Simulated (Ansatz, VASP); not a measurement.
**AlP: VASP beside Ansatz**

INCAR

```
  ALGO = Normal
  EDIFF = 1E-7
  EDIFFG = -0.002
  ENCUT = 500
  GGA = PS
  GGA_COMPAT = False
  IBRION = 2
  ISIF = 3
  ISMEAR = 0
  LASPH = True
  LCHARG = False
  LREAL = False
  LWAVE = False
  NELM = 120
  NELMIN = 4
  NSW = 100
  PREC = Accurate
  SIGMA = 0.02
```

Contents of KPOINTS:

```
k-points
0
Gamma
  8 8 8
```

Contents of POSCAR:

```
AlP
1.0
    0.0000000000      2.7320000000      2.7320000000
    2.7320000000      0.0000000000      2.7320000000
    2.7320000000      2.7320000000      0.0000000000
Al P
1 1
Direct
    0.0000000000      0.0000000000      0.0000000000
    0.2500000000      0.2500000000      0.2500000000
```

Input for Ansatz:

```yaml
crystal:
  lattice:
    - [0.0, 2.732, 2.732]
    - [2.732, 0.0, 2.732]
    - [2.732, 2.732, 0.0]
  atoms:
    - { symbol: Al, position: [0.0, 0.0, 0.0] }
    - { symbol: P, position: [0.25, 0.25, 0.25] }
basis:
  ecutwfc: 420
kpoints:
  mp_grid: { grid: [8, 8, 8] }
hamiltonian:
  xc: pbesol
  pseudopotentials: { kind: paw, azcp: { folder: soft_1 } }
scf:
  occupations: { method: gaussian, width: 0.02 }
output:
  forces: true
  stress: true
  eigenvalues: true
relax:
  adjacent_minimum: "off"
  f_tol: 0.002
  max_steps: 80
  cell: { stress_tol: 0.02 }
```

Alike in both runs: task relaxation of cell and atoms; functional PBEsol; k mesh 8 × 8 × 8; occupations gaussian, width 0.02 eV; no spin polarisation.

|  | VASP | Ansatz |
| --- | --- | --- |
| version | VASP 6.6.1 | Ansatz 0.2.0 |
| potentials or method | VASP PAW PBE potentials, release 64 (Al, P), cutoff 500 eV | scalar-relativistic, plane waves, PAW |
| valence electrons in the cell | 8 | 8 |

Ansatz gave:

* gap on the k mesh at the Fermi level, each at its own relaxed structure (eV): 1.45
* relaxed volume (Å³/atom): 20.46
* relaxed cell length with the largest relative difference (Å): 3.868

**Question.** Which values does VASP return?

**Answer.** gap on the k mesh at the Fermi level, each at its own relaxed structure (eV): 1.45; relaxed volume (Å³/atom): 20.47; relaxed cell length with the largest relative difference (Å): 3.869.

VASP's potentials were made for PBE, not for PBEsol, and Ansatz warns of the same on its side.
